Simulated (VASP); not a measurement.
# Mg (P6_3/mmc) in VASP: a series of runs

The runs below take Mg through single point, with PBEsol.

Program: VASP 6.6.1. These are calculated values, not measurements. Logs are shortened: lines on timing, memory, paths and dates and some standing lists are left out, and cuts for length are marked.

## Step 1: The cell of the first run

Symmetry: P6_3/mmc, No. 194, hexagonal system. Conventional cell: a = 3.209 Å, b = 3.209 Å, c = 5.210 Å, α = 90.00°, β = 90.00°, γ = 120.00°. Mg (site symmetry -6m2) has 12 Mg at 3.20 to 3.21 Å within 4.2 Å.

## Step 2: Single point, PBEsol

The input, INCAR:

```
SYSTEM = Mg
PREC = Accurate
ENCUT = 520
EDIFF = 1E-6
ISMEAR = 0
SIGMA = 0.15
LREAL = .False.
LASPH = .True.
NELM = 100
ALGO = Fast
ISIF = 2
LWAVE = .False.
LCHARG = .True.
GGA = PS
LELF = .True.
LVHAR = .True.
NBANDS = 9
```

The input, KPOINTS:

```
regular mesh
0
Gamma
  18 18 10
  0 0 0
```

The input, POSCAR:

```
Mg
1.0
    3.2092715325      0.0000000000      0.0000000000
   -1.6046357662      2.7793106748      0.0000000000
    0.0000000000      0.0000000000      5.2103300000
Mg
2
Direct
    0.3333333333      0.6666666667      0.2500000000
    0.6666666667      0.3333333333      0.7500000000
```

Potentials or basis: VASP PAW PBE potentials, release 64 (Mg).

The run is started by

```bash
> cat potpaw_PBE.64/Mg/POTCAR > POTCAR
> mpirun -np 1 vasp_std > vasp.out
```

OUTCAR:

```text
SYSTEM = Mg
   PREC = Accurate
   ENCUT = 520
   EDIFF = 1E-6
   ISMEAR = 0
   LREAL = .False.
   LASPH = .True.
   NELM = 100
   ISIF = 2
   GGA = PS

 ion  position               nearest neighbor table
   1  0.333  0.667  0.250-   2 3.20   2 3.20   2 3.20   2 3.20   2 3.20   2 3.20
   2  0.667  0.333  0.750-   1 3.20   1 3.20   1 3.20   1 3.20   1 3.20   1 3.20

  LATTYP: Found a hexagonal cell.
 ALAT       =     3.2092715325
 C/A-ratio  =     1.6235242008

  Lattice vectors:

 A1 = (   3.2092715325,   0.0000000000,   0.0000000000)
 A2 = (  -1.6046357662,   2.7793106748,   0.0000000000)
 A3 = (   0.0000000000,   0.0000000000,   5.2103300000)

Analysis of symmetry for initial positions (statically):
=====================================================================
 Subroutine PRICEL returns:
 Original cell was already a primitive cell.

 Routine SETGRP: Setting up the symmetry group for a
 hexagonal supercell.

 Subroutine GETGRP returns: Found 24 space group operations
 (whereof 12 operations were pure point group operations)
 out of a pool of 24 trial point group operations.

The static configuration has the point symmetry D_3d.
 The point group associated with its full space group is D_6h.

Analysis of symmetry for dynamics (positions and initial velocities):
=====================================================================
 Subroutine PRICEL returns:
 Original cell was already a primitive cell.

 Routine SETGRP: Setting up the symmetry group for a
 hexagonal supercell.

 Subroutine GETGRP returns: Found 24 space group operations
 (whereof 12 operations were pure point group operations)
 out of a pool of 24 trial point group operations.

The dynamic configuration has the point symmetry D_3d.
 The point group associated with its full space group is D_6h.

 Subroutine INISYM returns: Found 24 space group operations
 (whereof 12 operations are pure point group operations),
 and found     1 'primitive' translations

----------------------------------------------------------------------------------------

                                     Primitive cell

  volume of cell :      46.4739

  direct lattice vectors                    reciprocal lattice vectors
     3.209271532  0.000000000  0.000000000     0.311597193  0.179900723  0.000000000
    -1.604635766  2.779310675  0.000000000     0.000000000  0.359801446  0.000000000
     0.000000000  0.000000000  5.210330000     0.000000000  0.000000000  0.191926423

  length of vectors
     3.209271532  3.209271532  5.210330000     0.359801446  0.359801446  0.191926423

  position of ions in fractional coordinates (direct lattice)
     0.333333333  0.666666667  0.250000000
     0.666666667  0.333333333  0.750000000

  ion indices of the primitive-cell ions
   primitive index   ion index
                 1           1
                 2           2

----------------------------------------------------------------------------------------

 KPOINTS: regular mesh

Automatic generation of k-mesh.
 Grid dimensions read from file:
 generate k-points for:   18   18   10

 Generating k-lattice:

  Cartesian coordinates                     Fractional coordinates (reciprocal lattice)
     0.017310955  0.009994485  0.000000000     0.055555556  0.000000000  0.000000000
     0.000000000  0.019988969  0.000000000     0.000000000  0.055555556  0.000000000
     0.000000000  0.000000000  0.019192642     0.000000000  0.000000000  0.100000000

  Length of vectors
     0.019988969  0.019988969  0.019192642

  Shift w.r.t. Gamma in fractional coordinates (k-lattice)
     0.000000000  0.000000000  0.000000000

 Subroutine IBZKPT returns following result:
 ===========================================

 Found    222 irreducible k-points:

 Following reciprocal coordinates:
            Coordinates               Weight
  0.000000  0.000000  0.000000      1.000000
  0.055556  0.000000  0.000000      6.000000
  0.111111  0.000000  0.000000      6.000000
  0.166667  0.000000  0.000000      6.000000
  0.222222  0.000000  0.000000      6.000000
  0.277778  0.000000  0.000000      6.000000
[... 16 lines left out ...]
  0.333333  0.111111  0.000000     12.000000
  0.388889  0.111111  0.000000     12.000000
 [... further k-points ...]
   k-points           NKPTS =    222   k-points in BZ     NKDIM =    222   number of bands    NBANDS=      9
   number of dos      NEDOS =    301   number of ions     NIONS =      2
   total plane-waves  NPLWV =  23040
   dimension x,y,z NGX =    24 NGY =   24 NGZ =   40
   dimension x,y,z NGXF=    48 NGYF=   48 NGZF=   80
   ions per type =               2
   NGX,Y,Z   is equivalent  to a cutoff of  12.43, 12.43, 12.76 a.u.
   NGXF,Y,Z  is equivalent  to a cutoff of  24.86, 24.86, 25.53 a.u.
 SYSTEM =  Mg
   PREC   = accura    normal or accurate (medium, high low for compatibility)
   ISTART =      0    job   : 0-new  1-cont  2-samecut
   ICHARG =      2    charge: 1-file 2-atom 10-const
   ISPIN  =      1    spin polarized calculation?
   LNONCOLLINEAR =      F non collinear calculations
   LSORBIT =      F    spin-orbit coupling
   LASPH  =      T    aspherical Exc in radial PAW
   ENCUT  =  520.0 eV  38.22 Ry    6.18 a.u.   5.97  5.97  9.69*2*pi/ulx,y,z
   NELM   =    100;   NELMIN=  2; NELMDL= -5     # of ELM steps
   EDIFF  = 0.1E-05   stopping-criterion for ELM
   LREAL  =      F    real-space projection
   EDIFFG = 0.1E-04   stopping-criterion for IOM
   NSW    =      0    number of steps for IOM
   IBRION =     -1    ionic relax: 0-MD 1-quasi-New 2-CG
   NFREE  =      0    steps in history (QN), initial steepest desc. (CG)
   ISIF   =      2    stress and relaxation
   ISYM   =      2    0-nonsym 1-usesym 2-fastsym
   POTIM  = 0.5000    time-step for ionic-motion
   TEBEG  =    0.0;   TEEND  =   0.0 temperature during run
   PSTRESS=    0.0 pullay stress
   NELECT =       4.0000    total number of electrons
   NUPDOWN=      -1.0000    fix difference up-down
   EMIN   =  10.00;   EMAX   =-10.00  energy-range for DOS
   EFERMI =   0.00;   METHOD = LEGACY
   ISMEAR =     0;   SIGMA  =   0.15  broadening in eV -4-tet -1-fermi 0-gaus
   EFERMI_NEDOS =   21; number of points for ismear=-14 and -15
   IALGO  =     68    algorithm
   IMIX   =      4    mixing-type and parameters
     AMIX     =   0.40;   BMIX     =  1.00
     AMIX_MAG =   1.60;   BMIX_MAG =  1.00
  volume/ion in A,a.u.               =      23.24       156.81
  Fermi-wavevector in a.u.,A,eV,Ry     =   0.722812  1.365916  7.108458  0.522457
  Thomas-Fermi vector in A             =   1.812869
   LORBIT       =      0    0 simple, 1 ext, 2 COOP (PROOUT), +10 PAW based schemes
   GGA     = PS    functional components
   LHFCALC =     F    Hartree Fock is set to
   AEXX    =    0.0000 exact exchange contribution
   IVDW    =     0    specifies the selected vdW correction
   LEPSILON=     F    determine dielectric tensor
   LRPA    =     F    only Hartree local field effects (RPA)
 non-spin polarized calculation
 RMM-DIIS sequential band-by-band and
 Gauss-broadening in eV      SIGMA  =   0.15
  energy-cutoff  :      520.00
  volume of cell :       46.47
 maximum number of plane-waves:      1276
 NGX is ok and might be reduce to    24
   NGX = 11   NGY = 11   NGZ = 19

 number of electron       4.0000000 magnetization

 Free energy of the ion-electron system (eV)
  ---------------------------------------------------
  ext. energy  EPLUGINS =         0.00000000
  ---------------------------------------------------
  free energy    TOTEN  =        -3.44654221 eV

  energy without entropy =       -3.43642088  energy(sigma->0) =       -3.44148155

 E-fermi :   2.5223     XC(G=0):  -8.4957

 val. band max:        2.5129633934   @ k =   0.2778   0.2222   0.2000
 cond. band min:       2.5233703353   @ k =   0.3889   0.1111   0.3000
 fundamental gap:      0.0104069419
 Fermi energy:         2.5222652645

 k-point     1 :       0.0000    0.0000    0.0000
  band No.  band energies     occupation
      1      -4.3474      2.00000
      2       0.8637      2.00000
      3       1.2912      2.00000
      4      13.3852      0.00000
      5      13.3852      0.00000
      6      13.4782      0.00000
      7      13.4782      0.00000
      8      14.2781      0.00000
      9      15.8545      0.00000

 k-point     2 :       0.0556    0.0000    0.0000
  band No.  band energies     occupation
      1      -4.2871      2.00000
      2       0.9188      2.00000
      3       1.3499      2.00000
      4      11.9669      0.00000
      5      12.5723      0.00000
      6      13.3446      0.00000
      7      14.3784      0.00000
      8      14.9255      0.00000
      9      16.5247      0.00000

 k-point     3 :       0.1111    0.0000    0.0000
  band No.  band energies     occupation
      1      -4.1065      2.00000
      2       1.0842      2.00000
      3       1.5252      2.00000
      4      10.2735      0.00000
      5      11.8131      0.00000
      6      12.6073      0.00000
      7      14.9548      0.00000
      8      15.0789      0.00000
      9      15.3472      0.00000

 k-point     4 :       0.1667    0.0000    0.0000
  band No.  band energies     occupation
      1      -3.8063      2.00000
      2       1.3599      2.00000
      3       1.8139      2.00000
      4       8.6168      0.00000
      5      11.1547      0.00000
      6      11.7934      0.00000
      7      13.3151      0.00000
      8      14.1771      0.00000
      9      15.7570      0.00000

 k-point     5 :       0.2222    0.0000    0.0000
  band No.  band energies     occupation
      1      -3.3875      2.00000
      2       1.7461      2.00000
      3       2.2088      1.99688
      4       7.0451      0.00000
      5      10.5983      0.00000
      6      10.9440      0.00000
      7      11.7365      0.00000
      8      13.0946      0.00000
      9      15.1057      0.00000

 k-point     6 :       0.2778    0.0000    0.0000
  band No.  band energies     occupation
      1      -2.8518      2.00000
      2       2.2431      1.99151
      3       2.6881      0.11800
      4       5.5904      0.00000
      5      10.0269      0.00000
      6      10.1437      0.00000
      7      10.2488      0.00000
      8      12.1764      0.00000
      9      14.5969      0.00000
[... 169 lines left out ...]
 k-point    21 :       0.2222    0.1111    0.0000
  band No.  band energies     occupation
      1      -2.6739      2.00000
      2       2.4088      1.71517
      3       2.8484      0.00210
      4       5.7393      0.00000
      5       7.6721      0.00000
      6      10.3901      0.00000
      7      11.1239      0.00000
      8      12.4918      0.00000
      9      13.1955      0.00000

 k-point    22 :       0.2778    0.1111    0.0000
  band No.  band energies     occupation
      1      -2.0245      2.00000
      2       3.0166      0.00000
      3       3.2630      0.00000
      4       4.5464      0.00000
      5       7.2441      0.00000
      6       9.0204      0.00000
      7       9.9386      0.00000
      8      12.0789      0.00000
      9      12.8666      0.00000

 k-point    23 :       0.3333    0.1111    0.0000
  band No.  band energies     occupation
      1      -1.2629      2.00000
      2       2.7356      0.04424
      3       3.7345      0.00000
      4       4.4804      0.00000
      5       6.8769      0.00000
      6       7.7507      0.00000
      7       8.8814      0.00000
      8      11.7887      0.00000
      9      12.6255      0.00000

 k-point    24 :       0.3889    0.1111    0.0000
  band No.  band energies     occupation
      1      -0.3926      2.00000
      2       1.6439      2.00000
      3       4.5584      0.00000
      4       5.1408      0.00000
      5       6.4719      0.00000
      6       6.5937      0.00000
      7       8.0902      0.00000
      8      11.6156      0.00000
      9      12.4789      0.00000

 [... further k-points ...]
[... 5 lines left out ...]
  --------------------------------------------------------------------------------------
  -------------------------------------------------------------------------------------
  Total       -0.3245006     -0.3245006     -0.3605979     -0.0000000      0.0000000      0.0000000
  in kB      -11.1870955    -11.1870955    -12.4315424     -0.0000000      0.0000000      0.0000000
  external PRESSURE =     -11.6019111 kB  Pullay stress =       0.0000000 kB

 VOLUME and BASIS-vectors are now :
 -----------------------------------------------------------------------------
  energy-cutoff  :      520.00
  volume of cell :       46.47
      direct lattice vectors                 reciprocal lattice vectors
     3.209271532  0.000000000  0.000000000     0.311597193  0.179900723  0.000000000
    -1.604635766  2.779310675  0.000000000     0.000000000  0.359801446  0.000000000
     0.000000000  0.000000000  5.210330000     0.000000000  0.000000000  0.191926423

 POSITION                                       TOTAL-FORCE (eV/Angst)
 -----------------------------------------------------------------------------------
     -0.00000      1.85287      1.30258        -0.000000      0.000000      0.000000
      1.60464      0.92644      3.90775         0.000000     -0.000000      0.000000
 -----------------------------------------------------------------------------------
    total drift:                                0.000000     -0.000000      0.000000

  FREE ENERGIE OF THE ION-ELECTRON SYSTEM (eV)
  ---------------------------------------------------
  free  energy   TOTEN  =        -3.4465422122 eV

  energy  without entropy=       -3.4364208787  energy(sigma->0) =       -3.44148155
```

Run time: 1.7 min. Hardware: 1 thread of AMD EPYC 7R13, shared host; peak memory 0.19 GiB.

What came out:

* Free energy: -3.4465 eV
* Pressure: -1.2 GPa
* Band gap on the k mesh: zero (band 2 reaches 3.51 eV, above the bottom of band 3 at 1.29 eV)

Caveat: the PAW data sets were made with another functional, which shifts forces and pressure a little.

## Step 3: Single point, PBEsol

The input, INCAR:

```
PREC = Accurate ; ENCUT = 520
EDIFF = 1E-7 ; ISMEAR = 0
SIGMA = 0.15 ; LREAL = False
LASPH = True ; NELM = 100
ALGO = Normal ; ISIF = 2
LWAVE = False ; LCHARG = False
GGA = PS ; NBANDS = 9
```

The input, KPOINTS:

```
regular mesh
0
Gamma
  18 18 10
```

POSCAR is that of step 2.

Potentials or basis: VASP PAW PBE potentials, release 64 (Mg).

The run is started by

```bash
> cat potpaw_PBE.64/Mg/POTCAR > POTCAR
> mpirun -np 1 vasp_std > vasp.out
```

It took 48 s on 1 thread of Intel Xeon 6975P-C, shared host; peak memory 0.22 GiB.

Results (log left out):

```yaml
Free_energy: -3.4465 eV
Pressure: -1.2 GPa
Band_gap_on_the_k_mesh: zero (band 2 reaches 3.51 eV, above the bottom of band 3 at 1.29 eV)
```

Stress tensor (GPa, compression positive):
```
-1.12  0.00  0.00
 0.00 -1.12  0.00
 0.00  0.00 -1.24
```

Levels at points of the mesh, in eV from the Fermi level:
```
           k point  band 1  band 2  band 3  band 4  band 5  band 6
(0.00, 0.00, 0.00)   -6.87   -1.66   -1.23   10.86   10.86   10.96
(0.50, 0.00, 0.00)   -2.12   -2.11    2.65    3.02    3.25    3.67
(0.00, 0.00, 0.50)   -5.49   -5.49    5.00    5.00   11.61   11.61
(0.50, 0.00, 0.50)   -1.08   -1.08   -0.44   -0.44    7.98    7.98
```

Caveat: the PAW data sets were made with another functional, which shifts forces and pressure a little.
